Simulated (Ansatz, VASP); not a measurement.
## One calculation of CuAu3, two programs

```xyz
4
Lattice="3.9533 0.0000 0.0000 0.0000 3.9533 0.0000 0.0000 0.0000 3.9533" Properties=species:S:1:pos:R:3 pbc="T T T"
Cu    0.0000    0.0000    0.0000
Au    0.0000    1.9766    1.9766
Au    1.9766    0.0000    1.9766
Au    1.9766    1.9766    0.0000
```

Change from the starting cell: volume scaled by 0.98, crystal datasets.

Alike in both runs: task electric field gradients; functional LDA; k mesh 9 × 9 × 9; occupations fermi-dirac, width 0.05 eV; no spin polarisation.

|  | VASP | Ansatz |
| --- | --- | --- |
| version | VASP 6.6.1 | Ansatz 0.2.0 |
| potentials or method | VASP PAW LDA potentials, release 64 (Cu, Au), cutoff 520 eV | all-electron PAW with datasets made for the crystal, scalar-relativistic |

```tsv
	VASP	Ansatz	Ansatz less VASP
pressure (GPa)	-1.7	-2.2	-0.54
size of Vzz on the site where it differs most (V/Å²)	79.5	49.9	-29.61
```

LDA's correlation is that of Perdew and Zunger in VASP and of Perdew and Wang (1992) in Ansatz. Ansatz ran all-electron here, and VASP with PAW potentials.

Neither program's run includes spin-orbit coupling.
